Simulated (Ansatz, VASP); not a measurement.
Nb in VASP and in Ansatz

File INCAR:

```
SYSTEM = Nb
AGGAC = 1.0
AGGAX = 1.0
ALDAC = 0.0
ALDAX = 1.0
ALGO = Normal
EDIFF = 1E-7
EDIFFG = -0.01
ENCUT = 600
GGA = B5
IBRION = 2
ISIF = 3
ISMEAR = -1
ISPIN = 2
LASPH = .True.
LCHARG = .False.
LMAXMIX = 4
LORBIT = 11
LREAL = .False.
LWAVE = .False.
MAGMOM = 1
NELM = 150
NSW = 80
PREC = Accurate
SIGMA = 0.05
```

The input KPOINTS:

```
k-points
0
Gamma
  13 13 13
  0 0 0
```

The input POSCAR:

```
Nb
1.0
   -1.6502000000      1.6502000000      1.6502000000
    1.6502000000     -1.6502000000      1.6502000000
    1.6502000000      1.6502000000     -1.6502000000
Nb
1
Direct
    0.0000000000      0.0000000000      0.0000000000
```

Input for Ansatz:

```yaml
crystal:
  lattice:
    - [-1.6502, 1.6502, 1.6502]
    - [1.6502, -1.6502, 1.6502]
    - [1.6502, 1.6502, -1.6502]
  atoms:
    - { symbol: Nb, position: [0.0, 0.0, 0.0], spin: 1.0 }
hamiltonian:
  xc: blyp
  pseudopotentials:
    kind: paw
    azcp:
      Nb: "pseudopotentials/Nb.paw.azcp"
basis:
  ecutwfc: 420
  fft_grid_basis: typed
kpoints:
  mp_grid: { grid: [13, 13, 13], shift: [0, 0, 0] }
magnetization:
  spin_polarized: true
scf:
  occupations: { method: fermi_dirac, width: 0.05 }
relax:
  max_steps: 60
  f_tol: 0.01
  cell: {}
```

Alike in both runs: task relaxation of cell and atoms; functional BLYP; k mesh 13 × 13 × 13; occupations fermi-dirac, width 0.05 eV; collinear spin.

|  | VASP | Ansatz |
| --- | --- | --- |
| version | VASP 6.6.1 | Ansatz 0.2.0 |
| potentials or method | VASP PAW PBE potentials, release 64 (Nb_sv), cutoff 600 eV | plane waves (420 eV) with PAW, scalar-relativistic |
| valence electrons in the cell | 13 | 13 |

VASP gave:

```
net moment per atom (μB)                                        : 0.00
relaxed volume (Å³/atom)                                        : 18.78
relaxed length of the cell vector where the two differ most in proportion (Å) : 2.900
```

Question: What did Ansatz give for the same quantities?

Answer: net moment per atom (μB): 0.00; relaxed volume (Å³/atom): 18.78; relaxed length of the cell vector where the two differ most in proportion (Å): 2.901.

VASP's potentials were made for PBE, not for BLYP. Ansatz's warnings: seeded moment not kept.
